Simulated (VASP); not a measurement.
A run of VASP 6.6.1:

File INCAR:

```
PREC = Accurate
ENCUT = 600
EDIFF = 1E-7
ISMEAR = -1
SIGMA = 0.05
LREAL = False
LASPH = True
NELM = 100
ALGO = Normal
ISIF = 8
LWAVE = False
LCHARG = False
GGA = CA
IBRION = 2
NSW = 80
EDIFFG = -0.03
```

KPOINTS

```
Automatic mesh
0
Gamma
  6 6 3
```

Contents of POSCAR:

```
Y
1.0
    3.6474000000      0.0000000000      0.0000000000
   -1.8237000000      3.1587410578      0.0000000000
    0.0000000000      0.0000000000      5.7306000000
Y
2
Direct
    0.3333330000      0.6666670000      0.2500000000
    0.6666670000      0.3333330000      0.7500000000
```

Potentials or basis: VASP PAW LDA potentials, release 64 (Y_sv).

Run with:

```bash
$ cat potpaw_LDA.64/Y_sv/POTCAR > POTCAR
$ mpirun -np 1 vasp_std > vasp.out
```

Hardware: 1 thread of Intel Xeon 8259CL, with other jobs on the host.

Q: Estimate the wall time of this run.

A: It took 120 s on 1 thread of Intel Xeon 8259CL (shared host), peak memory 0.19 GiB. Counts: scf iterations 36, k points 14, ion steps 3.
